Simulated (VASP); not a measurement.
# CaO (Pm-3m) in VASP: notebook

CaO is run at these levels: PBE, r2SCAN; tasks: single point.

Program: VASP 6.6.1. These are calculated values, not measurements. Logs are shortened: lines on timing, memory, paths and dates and some standing lists are left out, and cuts for length are marked.

**1. The cell of the first run**

The structure is cubic, space group Pm-3m (No. 221). The conventional cell has a = 2.991 Å, b = 2.991 Å, c = 2.991 Å, α = 90.00°, β = 90.00°, γ = 90.00°. Ca (site symmetry m-3m) has 8 O at 2.59 Å and 6 Ca at 2.99 Å within 3.4 Å. O (site symmetry m-3m) has 8 Ca at 2.59 Å and 6 O at 2.99 Å within 3.4 Å.

**2. Single point, PBE (volume changed by +6%)**

INCAR reads:

```
SYSTEM = CaO
  ALGO = Normal
  EDIFF = 1E-6
  ENCUT = 520
  GGA = PE
  ISIF = 2
  ISMEAR = 0
  LASPH = .True.
  LCHARG = .False.
  LREAL = .False.
  LWAVE = .False.
  NBANDS = 15
  NELM = 60
  PREC = Accurate
  SIGMA = 0.01
```

KPOINTS reads:

```
k-points
0
Gamma
  8 8 8
  0 0 0
```

POSCAR reads:

```
CaO
1.0
    2.9913985494      0.0000000000      0.0000000000
    0.0000000000      2.9913985494      0.0000000000
    0.0000000000      0.0000000000      2.9913985494
Ca O
1 1
Direct
    0.0000000000      0.0000000000      0.0000000000
    0.5000000000      0.5000000000      0.5000000000
```

Potentials or basis: VASP PAW PBE potentials, release 64 (Ca_sv, O).

The run is started by

```
> cat potpaw_PBE.64/Ca_sv/POTCAR potpaw_PBE.64/O/POTCAR > POTCAR
> mpirun -np 1 vasp_std > vasp.out
```

OUTCAR:

```text
SYSTEM = CaO
   EDIFF = 1E-6
   ENCUT = 520
   GGA = PE
   ISIF = 2
   ISMEAR = 0
   LASPH = .True.
   LREAL = .False.
   NELM = 60
   PREC = Accurate

 ion  position               nearest neighbor table
   1  0.000  0.000  0.000-
   2  0.500  0.500  0.500-

  LATTYP: Found a simple cubic cell.
 ALAT       =     2.9913985494

  Lattice vectors:

 A1 = (   2.9913985494,   0.0000000000,   0.0000000000)
 A2 = (   0.0000000000,   2.9913985494,   0.0000000000)
 A3 = (   0.0000000000,   0.0000000000,   2.9913985494)

Analysis of symmetry for initial positions (statically):
=====================================================================
 Subroutine PRICEL returns:
 Original cell was already a primitive cell.

 Routine SETGRP: Setting up the symmetry group for a
 simple cubic supercell.

 Subroutine GETGRP returns: Found 48 space group operations
 (whereof 48 operations were pure point group operations)
 out of a pool of 48 trial point group operations.

The static configuration has the point symmetry O_h .

Analysis of symmetry for dynamics (positions and initial velocities):
=====================================================================
 Subroutine PRICEL returns:
 Original cell was already a primitive cell.

 Routine SETGRP: Setting up the symmetry group for a
 simple cubic supercell.

 Subroutine GETGRP returns: Found 48 space group operations
 (whereof 48 operations were pure point group operations)
 out of a pool of 48 trial point group operations.

The dynamic configuration has the point symmetry O_h .

 Subroutine INISYM returns: Found 48 space group operations
 (whereof 48 operations are pure point group operations),
 and found     1 'primitive' translations

----------------------------------------------------------------------------------------

                                     Primitive cell

  volume of cell :      26.7684

  direct lattice vectors                    reciprocal lattice vectors
     2.991398549  0.000000000  0.000000000     0.334291798  0.000000000  0.000000000
     0.000000000  2.991398549  0.000000000     0.000000000  0.334291798  0.000000000
     0.000000000  0.000000000  2.991398549     0.000000000  0.000000000  0.334291798

  length of vectors
     2.991398549  2.991398549  2.991398549     0.334291798  0.334291798  0.334291798

  position of ions in fractional coordinates (direct lattice)
     0.000000000  0.000000000  0.000000000
     0.500000000  0.500000000  0.500000000

  ion indices of the primitive-cell ions
   primitive index   ion index
                 1           1
                 2           2

----------------------------------------------------------------------------------------

 KPOINTS: k-points

Automatic generation of k-mesh.
 Grid dimensions read from file:
 generate k-points for:    8    8    8

 Generating k-lattice:

  Cartesian coordinates                     Fractional coordinates (reciprocal lattice)
     0.041786475  0.000000000  0.000000000     0.125000000  0.000000000  0.000000000
     0.000000000  0.041786475  0.000000000     0.000000000  0.125000000  0.000000000
     0.000000000  0.000000000  0.041786475     0.000000000  0.000000000  0.125000000

  Length of vectors
     0.041786475  0.041786475  0.041786475

  Shift w.r.t. Gamma in fractional coordinates (k-lattice)
     0.000000000  0.000000000  0.000000000

 Subroutine IBZKPT returns following result:
 ===========================================

 Found     35 irreducible k-points:

 Following reciprocal coordinates:
            Coordinates               Weight
  0.000000  0.000000  0.000000      1.000000
  0.125000  0.000000  0.000000      6.000000
  0.250000  0.000000  0.000000      6.000000
  0.375000  0.000000  0.000000      6.000000
  0.500000  0.000000  0.000000      3.000000
  0.125000  0.125000  0.000000     12.000000
[... 16 lines left out ...]
  0.375000  0.375000  0.125000     24.000000
  0.500000  0.375000  0.125000     24.000000
 [... further k-points ...]
   k-points           NKPTS =     35   k-points in BZ     NKDIM =     35   number of bands    NBANDS=     15
   number of dos      NEDOS =    301   number of ions     NIONS =      2
   total plane-waves  NPLWV =  13824
   dimension x,y,z NGX =    24 NGY =   24 NGZ =   24
   dimension x,y,z NGXF=    48 NGYF=   48 NGZF=   48
   ions per type =               1   1
   NGX,Y,Z   is equivalent  to a cutoff of  13.34, 13.34, 13.34 a.u.
   NGXF,Y,Z  is equivalent  to a cutoff of  26.68, 26.68, 26.68 a.u.
 SYSTEM =  CaO
   PREC   = accura    normal or accurate (medium, high low for compatibility)
   ISTART =      0    job   : 0-new  1-cont  2-samecut
   ICHARG =      2    charge: 1-file 2-atom 10-const
   ISPIN  =      1    spin polarized calculation?
   LNONCOLLINEAR =      F non collinear calculations
   LSORBIT =      F    spin-orbit coupling
   LASPH  =      T    aspherical Exc in radial PAW
   ENCUT  =  520.0 eV  38.22 Ry    6.18 a.u.   5.56  5.56  5.56*2*pi/ulx,y,z
   NELM   =     60;   NELMIN=  2; NELMDL= -5     # of ELM steps
   EDIFF  = 0.1E-05   stopping-criterion for ELM
   LREAL  =      F    real-space projection
   EDIFFG = 0.1E-04   stopping-criterion for IOM
   NSW    =      0    number of steps for IOM
   IBRION =     -1    ionic relax: 0-MD 1-quasi-New 2-CG
   NFREE  =      0    steps in history (QN), initial steepest desc. (CG)
   ISIF   =      2    stress and relaxation
   ISYM   =      2    0-nonsym 1-usesym 2-fastsym
   POTIM  = 0.5000    time-step for ionic-motion
   TEBEG  =    0.0;   TEEND  =   0.0 temperature during run
   PSTRESS=    0.0 pullay stress
   NELECT =      16.0000    total number of electrons
   NUPDOWN=      -1.0000    fix difference up-down
   EMIN   =  10.00;   EMAX   =-10.00  energy-range for DOS
   EFERMI =   0.00;   METHOD = LEGACY
   ISMEAR =     0;   SIGMA  =   0.01  broadening in eV -4-tet -1-fermi 0-gaus
   EFERMI_NEDOS =   21; number of points for ismear=-14 and -15
   IALGO  =     38    algorithm
   IMIX   =      4    mixing-type and parameters
     AMIX     =   0.40;   BMIX     =  1.00
     AMIX_MAG =   1.60;   BMIX_MAG =  1.00
  volume/ion in A,a.u.               =      13.38        90.32
  Fermi-wavevector in a.u.,A,eV,Ry     =   1.379031  2.605990 25.874542  1.901725
  Thomas-Fermi vector in A             =   2.504038
   LORBIT       =      0    0 simple, 1 ext, 2 COOP (PROOUT), +10 PAW based schemes
   GGA     = PE    functional components
   LHFCALC =     F    Hartree Fock is set to
   AEXX    =    0.0000 exact exchange contribution
   IVDW    =     0    specifies the selected vdW correction
   LEPSILON=     F    determine dielectric tensor
   LRPA    =     F    only Hartree local field effects (RPA)
 non-spin polarized calculation
 Gauss-broadening in eV      SIGMA  =   0.01
  energy-cutoff  :      520.00
  volume of cell :       26.77
 maximum number of plane-waves:       739
 NGX is ok and might be reduce to    24
   NGX = 11   NGY = 11   NGZ = 11

 number of electron      15.9999997 magnetization

 Free energy of the ion-electron system (eV)
  ---------------------------------------------------
  ext. energy  EPLUGINS =         0.00000000
  ---------------------------------------------------
  free energy    TOTEN  =       -11.80558917 eV

  energy without entropy =      -11.80558917  energy(sigma->0) =      -11.80558917

 E-fermi :   3.6568     XC(G=0): -10.8036

 val. band max:        3.5835941131   @ k =   0.5000   0.5000   0.0000
 cond. band min:       6.3584215135   @ k =   0.0000   0.0000   0.0000
 fundamental gap:      2.7748274004
 Fermi energy:         3.6568345119

 k-point     1 :       0.0000    0.0000    0.0000
  band No.  band energies     occupation
      1     -35.9466      2.00000
      2     -16.5092      2.00000
      3     -16.5092      2.00000
      4     -16.5092      2.00000
      5     -12.6060      2.00000
      6       3.2712      2.00000
      7       3.2712      2.00000
      8       3.2712      2.00000
      9       6.3584      0.00000
     10       6.3584      0.00000
     11       7.8387      0.00000
     12      11.4985      0.00000
     13      11.4985      0.00000
     14      11.4985      0.00000
     15      21.8546      0.00000

 k-point     2 :       0.1250    0.0000    0.0000
  band No.  band energies     occupation
      1     -35.9291      2.00000
      2     -16.6969      2.00000
      3     -16.4955      2.00000
      4     -16.4955      2.00000
      5     -12.4571      2.00000
      6       2.5612      2.00000
      7       3.2166      2.00000
      8       3.2166      2.00000
      9       6.4720      0.00000
     10       6.9577      0.00000
     11       8.4807      0.00000
     12      11.4321      0.00000
     13      11.4321      0.00000
     14      11.5348      0.00000
     15      21.0734      0.00000

 k-point     3 :       0.2500    0.0000    0.0000
  band No.  band energies     occupation
      1     -35.8863      2.00000
      2     -17.1090      2.00000
      3     -16.4622      2.00000
      4     -16.4622      2.00000
      5     -12.1260      2.00000
      6       1.3339      2.00000
      7       3.0809      2.00000
      8       3.0809      2.00000
      9       6.7668      0.00000
     10       8.3051      0.00000
     11       9.8278      0.00000
     12      11.3036      0.00000
     13      11.3036      0.00000
     14      11.6241      0.00000
     15      19.5168      0.00000
[... 343 lines left out ...]
 k-point    23 :       0.3750    0.3750    0.1250
  band No.  band energies     occupation
      1     -35.7314      2.00000
      2     -17.2006      2.00000
      3     -17.1272      2.00000
      4     -16.4810      2.00000
      5     -11.8783      2.00000
      6       1.2863      2.00000
      7       1.5686      2.00000
      8       2.9023      2.00000
      9       8.0420      0.00000
     10       8.8853      0.00000
     11      10.1144      0.00000
     12      10.5015      0.00000
     13      11.4429      0.00000
     14      14.4127      0.00000
     15      17.8722      0.00000

 k-point    24 :       0.5000    0.3750    0.1250
  band No.  band energies     occupation
      1     -35.7148      2.00000
      2     -17.2833      2.00000
      3     -17.1150      2.00000
      4     -16.4669      2.00000
      5     -11.8925      2.00000
      6       1.2212      2.00000
      7       1.5554      2.00000
      8       2.9438      2.00000
      9       7.9495      0.00000
     10       8.7373      0.00000
     11      10.1106      0.00000
     12      10.2350      0.00000
     13      11.9965      0.00000
     14      15.9886      0.00000
     15      16.1233      0.00000

 [... further k-points ...]
[... 5 lines left out ...]
  --------------------------------------------------------------------------------------
  -------------------------------------------------------------------------------------
  Total       -0.8406141     -0.8406141     -0.8406141      0.0000000      0.0000000      0.0000000
  in kB      -50.3134897    -50.3134897    -50.3134897      0.0000000      0.0000000      0.0000000
  external PRESSURE =     -50.3134897 kB  Pullay stress =       0.0000000 kB

 VOLUME and BASIS-vectors are now :
 -----------------------------------------------------------------------------
  energy-cutoff  :      520.00
  volume of cell :       26.77
      direct lattice vectors                 reciprocal lattice vectors
     2.991398549  0.000000000  0.000000000     0.334291798  0.000000000  0.000000000
     0.000000000  2.991398549  0.000000000     0.000000000  0.334291798  0.000000000
     0.000000000  0.000000000  2.991398549     0.000000000  0.000000000  0.334291798

 POSITION                                       TOTAL-FORCE (eV/Angst)
 -----------------------------------------------------------------------------------
      0.00000      0.00000      0.00000         0.000000      0.000000      0.000000
      1.49570      1.49570      1.49570         0.000000      0.000000      0.000000
 -----------------------------------------------------------------------------------
    total drift:                                0.000000      0.000000     -0.000000

  FREE ENERGIE OF THE ION-ELECTRON SYSTEM (eV)
  ---------------------------------------------------
  free  energy   TOTEN  =       -11.8055891666 eV

  energy  without entropy=      -11.8055891666  energy(sigma->0) =      -11.80558917
```

Wall time 7.7 s (1 thread of Intel Xeon 6975P-C, shared host); peak memory 0.14 GiB.

What came out:

| Property | Result |
| --- | --- |
| Free energy | -11.8056 eV |
| Pressure | -5.0 GPa |
| Band gap on the k mesh | 2.77 eV, indirect (least direct gap 3.09 eV) |

Levels at points of the mesh, in eV from the valence-band top:
```
           k point  band 4  band 5  band 6  band 7  band 8  band 9  band 10  band 11  band 12  band 13
(0.00, 0.00, 0.00)  -20.09  -16.19   -0.31   -0.31   -0.31    2.77     2.77     4.26     7.91     7.91
(0.50, 0.00, 0.00)  -20.00  -15.28   -3.56   -0.70   -0.70    3.66     6.64     7.61     7.61     8.17
(0.50, 0.50, 0.00)  -19.92  -15.57   -2.03   -2.03    0.00    3.69     4.44     6.26     6.26     9.16
(0.50, 0.50, 0.50)  -20.68  -15.14   -3.06   -3.06   -3.06    7.37     7.37     7.37     9.27     9.27
```

 A k mesh can miss the band edges.

(Continued in part 2 of 2.)
